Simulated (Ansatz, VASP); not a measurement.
SiP7 in VASP and in Ansatz

```
CELL_PARAMETERS angstrom
0.00000 4.14111 4.14111
4.14111 0.00000 4.14111
4.14111 4.14111 0.00000
ATOMIC_POSITIONS crystal
Si 0.00000 0.00000 0.00000
P 0.53490 0.96510 0.96510
P 0.96510 0.53490 0.53490
P 0.96510 0.53490 0.96510
P 0.53490 0.96510 0.53490
P 0.96510 0.96510 0.53490
P 0.53490 0.53490 0.96510
P 0.25000 0.25000 0.25000
```

Alike in both runs: functional PBE; k mesh 3 × 3 × 3; occupations gaussian, width 0.2 eV; no spin polarisation.

Ansatz relaxed the structure, and its values are those at the end. VASP's run is a single point on that final structure, the one shown.

|  | VASP | Ansatz |
| --- | --- | --- |
| version | VASP 6.6.1 | Ansatz 0.2.0 |
| potentials or method | VASP PAW PBE potentials, release 64 (Si, P), cutoff 500 eV | scalar-relativistic, plane waves, PAW |
| valence electrons in the cell | 39 | 39 |

Ansatz gave:

| Quantity | Value |
| --- | --- |
| gap on the k mesh at the Fermi level (eV) | none |
| pressure (GPa) | 0.0 |
| rms of the force components (eV/Å) | 0.030 |

**Question.** What did VASP give for the same quantities?

**Answer.** gap on the k mesh at the Fermi level (eV): none; pressure (GPa): -0.1; rms of the force components (eV/Å): 0.036.

A gap of «none» marks a metal or a gap that the smearing closes. With one functional, cell and mesh, what is left measures potentials, basis and numerics.

The k mesh is coarse, so the values compare programs but aren't converged.
